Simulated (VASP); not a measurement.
# Ti (Amm2) in VASP: further runs

Ti is run at these levels: PBE; tasks: single point.

Everything below comes from runs of VASP 6.6.1. Logs are shortened: lines on timing, memory, paths and dates and some standing lists are left out, and cuts for length are marked.

### Step 1. The cell of the first run

Symmetry: Amm2, No. 38, orthorhombic system. Conventional cell: a = 2.879 Å, b = 4.656 Å, c = 8.064 Å, α = 90.00°, β = 90.00°, γ = 90.00°. Within 3.6 Å of Ti (site symmetry mm2) lie 14 Ti at 2.75 to 3.36 Å. Within 3.5 Å of Ti (site symmetry mm2) lie 11 Ti at 2.69 to 3.36 Å. Ti (site symmetry mm2) has 11 Ti at 2.69 to 3.22 Å within 3.5 Å.

### Step 2. Single point, PBE

Input file INCAR:

```
ALGO     = Normal         # electronic algorithm
EDIFF    = 1E-6           # SCF threshold, eV
ENCUT    = 500            # plane-wave cutoff, eV
GGA      = PE             # functional
GGA_COMPAT= F            
ISIF     = 2              # what is computed and relaxed
ISMEAR   = 0              # smearing method
LASPH    = T              # aspherical terms in the spheres
LCHARG   = T              # write CHGCAR
LELF     = T              # ELF
LREAL    = F              # projectors in reciprocal space
LVHAR    = T            
LWAVE    = F              # write WAVECAR
NBANDS   = 25             # bands
NELM     = 120            # most SCF steps
PREC     = Accurate       # precision mode
SIGMA    = 0.15           # smearing width, eV
```

Input file KPOINTS:

```
k-points
0
Gamma
  12 12 14
```

Input file POSCAR:

```
Ti
1.0
    4.6555697300      0.0000000000      0.0000000000
   -2.3277848650      4.0318416553      0.0000000000
    0.0000000000      0.0000000000      2.8790519830
Ti
3
Direct
   -0.0284949435     -0.0569898869      0.0000000000
    0.3475808051      0.6951616101      0.5000000000
    0.6809141384      0.3618282768      0.5000000000
```

Potentials or basis: VASP PAW PBE potentials, release 64 (Ti_sv).

Started as:

```
> cat potpaw_PBE.64/Ti_sv/POTCAR > POTCAR
> mpirun -np 1 vasp_std > vasp.out
```

OUTCAR:

```text
EDIFF = 1E-6
   ENCUT = 500
   GGA = PE
   ISIF = 2
   ISMEAR = 0
   LASPH = T
   LREAL = F
   NELM = 120
   PREC = Accurate

 ion  position               nearest neighbor table
   1  0.972  0.943  0.000-   3 2.75   3 2.75   2 2.91   2 2.91   2 2.91   2 2.91
   2  0.348  0.695  0.500-   3 2.69   3 2.69   3 2.69   1 2.91   1 2.91   1 2.91   1 2.91
   3  0.681  0.362  0.500-   2 2.69   2 2.69   2 2.69   1 2.75   1 2.75

  LATTYP: Found a hexagonal cell.
 ALAT       =     4.6555697300
 C/A-ratio  =     0.6184102376

  Lattice vectors:

 A1 = (   4.6555697300,   0.0000000000,   0.0000000000)
 A2 = (  -2.3277848650,   4.0318416553,   0.0000000000)
 A3 = (   0.0000000000,   0.0000000000,   2.8790519830)

Analysis of symmetry for initial positions (statically):
=====================================================================
 Subroutine PRICEL returns:
 Original cell was already a primitive cell.

 Routine SETGRP: Setting up the symmetry group for a
 hexagonal supercell.

 Subroutine GETGRP returns: Found  4 space group operations
 (whereof  4 operations were pure point group operations)
 out of a pool of 24 trial point group operations.

The static configuration has the point symmetry C_2v.

Analysis of symmetry for dynamics (positions and initial velocities):
=====================================================================
 Subroutine PRICEL returns:
 Original cell was already a primitive cell.

 Routine SETGRP: Setting up the symmetry group for a
 hexagonal supercell.

 Subroutine GETGRP returns: Found  4 space group operations
 (whereof  4 operations were pure point group operations)
 out of a pool of 24 trial point group operations.

The dynamic configuration has the point symmetry C_2v.

 Subroutine INISYM returns: Found  4 space group operations
 (whereof  4 operations are pure point group operations),
 and found     1 'primitive' translations

----------------------------------------------------------------------------------------

                                     Primitive cell

  volume of cell :      54.0413

  direct lattice vectors                    reciprocal lattice vectors
     4.655569730  0.000000000  0.000000000     0.214796482  0.124012807  0.000000000
    -2.327784865  4.031841655  0.000000000     0.000000000  0.248025613  0.000000000
     0.000000000  0.000000000  2.879051983     0.000000000  0.000000000  0.347336556

  length of vectors
     4.655569730  4.655569730  2.879051983     0.248025613  0.248025613  0.347336556

  position of ions in fractional coordinates (direct lattice)
     0.971505057  0.943010113  0.000000000
     0.347580805  0.695161610  0.500000000
     0.680914138  0.361828277  0.500000000

  ion indices of the primitive-cell ions
   primitive index   ion index
                 1           1
                 2           2
                 3           3

----------------------------------------------------------------------------------------

 KPOINTS: k-points

Automatic generation of k-mesh.
 Grid dimensions read from file:
 generate k-points for:   12   12   14

 Generating k-lattice:

  Cartesian coordinates                     Fractional coordinates (reciprocal lattice)
     0.017899707  0.010334401  0.000000000     0.083333333 -0.000000000  0.000000000
     0.000000000  0.020668801  0.000000000     0.000000000  0.083333333  0.000000000
     0.000000000  0.000000000  0.024809754     0.000000000  0.000000000  0.071428571

  Length of vectors
     0.020668801  0.020668801  0.024809754

  Shift w.r.t. Gamma in fractional coordinates (k-lattice)
     0.000000000  0.000000000  0.000000000

 Subroutine IBZKPT returns following result:
 ===========================================

 Found    344 irreducible k-points:

 Following reciprocal coordinates:
            Coordinates               Weight
  0.000000  0.000000  0.000000      1.000000
  0.083333  0.000000  0.000000      4.000000
  0.000000  0.083333  0.000000      2.000000
  0.166667  0.000000  0.000000      4.000000
  0.000000  0.166667  0.000000      2.000000
  0.250000  0.000000  0.000000      4.000000
[... 16 lines left out ...]
 -0.083333  0.416667  0.000000      4.000000
 -0.416667  0.333333  0.000000      4.000000
 [... further k-points ...]
   k-points           NKPTS =    344   k-points in BZ     NKDIM =    344   number of bands    NBANDS=     25
   number of dos      NEDOS =    301   number of ions     NIONS =      3
   total plane-waves  NPLWV =  31104
   dimension x,y,z NGX =    36 NGY =   36 NGZ =   24
   dimension x,y,z NGXF=    72 NGYF=   72 NGZF=   48
   ions per type =               3
   NGX,Y,Z   is equivalent  to a cutoff of  12.86, 12.86, 13.86 a.u.
   NGXF,Y,Z  is equivalent  to a cutoff of  25.71, 25.71, 27.72 a.u.
 SYSTEM =  unknown system
   PREC   = accura    normal or accurate (medium, high low for compatibility)
   ISTART =      0    job   : 0-new  1-cont  2-samecut
   ICHARG =      2    charge: 1-file 2-atom 10-const
   ISPIN  =      1    spin polarized calculation?
   LNONCOLLINEAR =      F non collinear calculations
   LSORBIT =      F    spin-orbit coupling
   LASPH  =      T    aspherical Exc in radial PAW
   ENCUT  =  500.0 eV  36.75 Ry    6.06 a.u.   8.49  8.49  5.25*2*pi/ulx,y,z
   NELM   =    120;   NELMIN=  2; NELMDL= -5     # of ELM steps
   EDIFF  = 0.1E-05   stopping-criterion for ELM
   LREAL  =      F    real-space projection
   EDIFFG = 0.1E-04   stopping-criterion for IOM
   NSW    =      0    number of steps for IOM
   IBRION =     -1    ionic relax: 0-MD 1-quasi-New 2-CG
   NFREE  =      0    steps in history (QN), initial steepest desc. (CG)
   ISIF   =      2    stress and relaxation
   ISYM   =      2    0-nonsym 1-usesym 2-fastsym
   POTIM  = 0.5000    time-step for ionic-motion
   TEBEG  =    0.0;   TEEND  =   0.0 temperature during run
   PSTRESS=    0.0 pullay stress
   NELECT =      36.0000    total number of electrons
   NUPDOWN=      -1.0000    fix difference up-down
   EMIN   =  10.00;   EMAX   =-10.00  energy-range for DOS
   EFERMI =   0.00;   METHOD = LEGACY
   ISMEAR =     0;   SIGMA  =   0.15  broadening in eV -4-tet -1-fermi 0-gaus
   EFERMI_NEDOS =   21; number of points for ismear=-14 and -15
   IALGO  =     38    algorithm
   IMIX   =      4    mixing-type and parameters
     AMIX     =   0.40;   BMIX     =  1.00
     AMIX_MAG =   1.60;   BMIX_MAG =  1.00
  volume/ion in A,a.u.               =      18.01       121.56
  Fermi-wavevector in a.u.,A,eV,Ry     =   1.429773  2.701879 27.813717  2.044251
  Thomas-Fermi vector in A             =   2.549690
   LORBIT       =      0    0 simple, 1 ext, 2 COOP (PROOUT), +10 PAW based schemes
   GGA     = PE    functional components
   LHFCALC =     F    Hartree Fock is set to
   AEXX    =    0.0000 exact exchange contribution
   IVDW    =     0    specifies the selected vdW correction
   LEPSILON=     F    determine dielectric tensor
   LRPA    =     F    only Hartree local field effects (RPA)
 non-spin polarized calculation
 Gauss-broadening in eV      SIGMA  =   0.15
  energy-cutoff  :      500.00
  volume of cell :       54.04
 maximum number of plane-waves:      1402
 NGX is ok and might be reduce to    36
   NGX = 17   NGY = 17   NGZ = 11

 number of electron      36.0000005 magnetization

 Free energy of the ion-electron system (eV)
  ---------------------------------------------------
  ext. energy  EPLUGINS =         0.00000000
  ---------------------------------------------------
  free energy    TOTEN  =       -23.30945467 eV

  energy without entropy =      -23.27855204  energy(sigma->0) =      -23.29400336

 E-fermi :   7.8223     XC(G=0): -11.2963

 val. band max:        7.8204426820   @ k =   0.4167   0.3333   0.0714
 cond. band min:       7.8242696522   @ k =  -0.0833   0.3333   0.0714
 fundamental gap:      0.0038269701
 Fermi energy:         7.8222683281

 k-point     1 :       0.0000    0.0000    0.0000
  band No.  band energies     occupation
      1     -49.0550      2.00000
      2     -48.8724      2.00000
      3     -48.7517      2.00000
      4     -25.4651      2.00000
      5     -25.4472      2.00000
      6     -25.2384      2.00000
[... 17 lines left out ...]
     24       9.3020      0.00000
     25       9.9922      0.00000

 k-point     2 :       0.0833    0.0000    0.0000
  band No.  band energies     occupation
      1     -49.0536      2.00000
      2     -48.8716      2.00000
      3     -48.7539      2.00000
      4     -25.4926      2.00000
      5     -25.4160      2.00000
      6     -25.2750      2.00000
[... 17 lines left out ...]
     24       9.3613      0.00000
     25       9.8439      0.00000

 k-point     3 :       0.0000    0.0833    0.0000
  band No.  band energies     occupation
      1     -49.0538      2.00000
      2     -48.8713      2.00000
      3     -48.7539      2.00000
      4     -25.4677      2.00000
      5     -25.4566      2.00000
      6     -25.2252      2.00000
[... 17 lines left out ...]
     24       9.2581      0.00000
     25      10.0686      0.00000

 k-point     4 :       0.1667    0.0000    0.0000
  band No.  band energies     occupation
      1     -49.0499      2.00000
      2     -48.8691      2.00000
      3     -48.7603      2.00000
      4     -25.5175      2.00000
      5     -25.3900      2.00000
      6     -25.2888      2.00000
[... 17 lines left out ...]
     24       9.5454      0.00000
     25       9.8284      0.00000

 k-point     5 :       0.0000    0.1667    0.0000
  band No.  band energies     occupation
      1     -49.0507      2.00000
      2     -48.8681      2.00000
      3     -48.7604      2.00000
      4     -25.4789      2.00000
      5     -25.4693      2.00000
      6     -25.1995      2.00000
[... 17 lines left out ...]
     24       9.2943      0.00000
     25      10.2015      0.00000

 k-point     6 :       0.2500    0.0000    0.0000
  band No.  band energies     occupation
      1     -49.0449      2.00000
      2     -48.8647      2.00000
      3     -48.7700      2.00000
      4     -25.5331      2.00000
      5     -25.3848      2.00000
      6     -25.2691      2.00000
[... 17 lines left out ...]
     24       9.8235      0.00000
     25       9.9749      0.00000
[... 393 lines left out ...]
 k-point    21 :      -0.3333    0.2500    0.0000
  band No.  band energies     occupation
      1     -49.0414      2.00000
      2     -48.8613      2.00000
      3     -48.7771      2.00000
      4     -25.5383      2.00000
      5     -25.3745      2.00000
      6     -25.2614      2.00000
[... 17 lines left out ...]
     24      10.0377      0.00000
     25      10.0383      0.00000

 k-point    22 :       0.3333    0.0833    0.0000
  band No.  band energies     occupation
      1     -49.0378      2.00000
      2     -48.8531      2.00000
      3     -48.7890      2.00000
      4     -25.5386      2.00000
      5     -25.3801      2.00000
      6     -25.2424      2.00000
[... 17 lines left out ...]
     24      10.0191      0.00000
     25      10.2649      0.00000

 k-point    23 :      -0.0833    0.4167    0.0000
  band No.  band energies     occupation
      1     -49.0403      2.00000
      2     -48.8489      2.00000
      3     -48.7907      2.00000
      4     -25.5273      2.00000
      5     -25.4296      2.00000
      6     -25.1948      2.00000
[... 17 lines left out ...]
     24       9.9210      0.00000
     25      10.0864      0.00000

 k-point    24 :      -0.4167    0.3333    0.0000
  band No.  band energies     occupation
      1     -49.0372      2.00000
      2     -48.8542      2.00000
      3     -48.7886      2.00000
      4     -25.5423      2.00000
      5     -25.3667      2.00000
      6     -25.2415      2.00000
[... 17 lines left out ...]
     24      10.0329      0.00000
     25      10.3661      0.00000

 [... further k-points ...]

------------------------ aborting loop because EDIFF is reached ----------------------------------------

  FORCE on cell =-STRESS in cart. coord.  units (eV):
  Direction    XX          YY          ZZ          XY          YZ          ZX
  --------------------------------------------------------------------------------------
  -------------------------------------------------------------------------------------
  Total       -1.0036815     -0.1168386     -1.5535783      0.0000000      0.0000000      0.0000000
  in kB      -29.7564200     -3.4639459    -46.0593609      0.0000000      0.0000000      0.0000000
  external PRESSURE =     -26.4265756 kB  Pullay stress =       0.0000000 kB

 VOLUME and BASIS-vectors are now :
 -----------------------------------------------------------------------------
  energy-cutoff  :      500.00
  volume of cell :       54.04
      direct lattice vectors                 reciprocal lattice vectors
     4.655569730  0.000000000  0.000000000     0.214796482  0.124012807  0.000000000
    -2.327784865  4.031841655  0.000000000     0.000000000  0.248025613  0.000000000
     0.000000000  0.000000000  2.879051983     0.000000000  0.000000000  0.347336556

 POSITION                                       TOTAL-FORCE (eV/Angst)
 -----------------------------------------------------------------------------------
      2.32778      3.80207      0.00000         0.000000      1.381762      0.000000
      0.00000      2.80278      1.43953         0.000000     -0.409329      0.000000
      2.32778      1.45883      1.43953         0.000000     -0.972433      0.000000
 -----------------------------------------------------------------------------------
    total drift:                                0.000000      0.000119     -0.000000

  FREE ENERGIE OF THE ION-ELECTRON SYSTEM (eV)
  ---------------------------------------------------
  free  energy   TOTEN  =       -23.3094546712 eV

  energy  without entropy=      -23.2785520425  energy(sigma->0) =      -23.29400336
```

Wall time 9.1 min (1 thread of Intel Xeon Platinum 8259CL at 2.50GHz (Skylake/Cascade Lake), shared host); peak memory 0.43 GiB.

What came out:

```yaml
Free_energy: -23.3095 eV
Pressure: -2.6 GPa
Largest_force: 1.382 eV/Å
Band_gap_on_the_k_mesh: zero (band 18 reaches 8.04 eV, above the bottom of band 19 at 7.69 eV)
```

Forces on the atoms (eV/Å):
```
Ti   0.000  1.382  0.000
Ti   0.000 -0.409  0.000
Ti   0.000 -0.972  0.000
```

Stress tensor (GPa, compression positive):
```
-2.98  0.00  0.00
 0.00 -0.35  0.00
 0.00  0.00 -4.61
```

Caveat: forces of over 1 eV/Å act on the atoms, so gaps and moduli don't describe the material at rest.

[end of part 1 of 3]
